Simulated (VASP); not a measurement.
Here is a VASP 6.6.1 calculation.

The input INCAR:

```
PREC = Accurate ; ENCUT = 520
EDIFF = 1E-6 ; ISMEAR = 0
SIGMA = 0.05 ; LREAL = F
LASPH = T ; NELM = 60
ALGO = Normal ; ISIF = 2
LWAVE = F ; LCHARG = F
GGA = PE ; IVDW = 12
NBANDS = 22
```

File KPOINTS:

```
regular mesh
0
Gamma
  8 8 4
```

POSCAR

```
F
1.0
    2.7239815093     -1.8757839744      0.2874697616
    2.7239815093      1.8757839744      0.2874697616
   -0.8655810057      0.0000000000      7.0665503466
F
4
Direct
    0.9138648456      0.5855481450      0.0939279973
    0.4144518550      0.0861351544      0.4060720027
    0.0861351544      0.4144518550      0.9060720027
    0.5855481450      0.9138648456      0.5939279973
```

Potentials or basis: VASP PAW PBE potentials, release 64 (F).

Command:

```sh
$ cat potpaw_PBE.64/F/POTCAR > POTCAR
$ mpirun -np 1 vasp_std > vasp.out
```

**Question.** What does it give for the pressure?

**Answer.** -4.2 GPa.

**Question.** Estimate the band gap on the k mesh.

**Answer.** 2.30 eV.

**Question.** Estimate the dispersion energy per atom.

**Answer.** -0.025 eV.

**Question.** What does it give for the largest force?

**Answer.** 1.600 eV/Å.

Forces on the atoms (eV/Å):
```
F    0.181 -0.706 -1.425
F   -0.181 -0.706  1.425
F   -0.181  0.706  1.425
F    0.181  0.706 -1.425
```

Caveat: the stress differs along the axes, from -9 to -1 GPa; forces of over 1 eV/Å act on the atoms, so gaps and moduli don't describe the material at rest. A k mesh can miss the band edges.
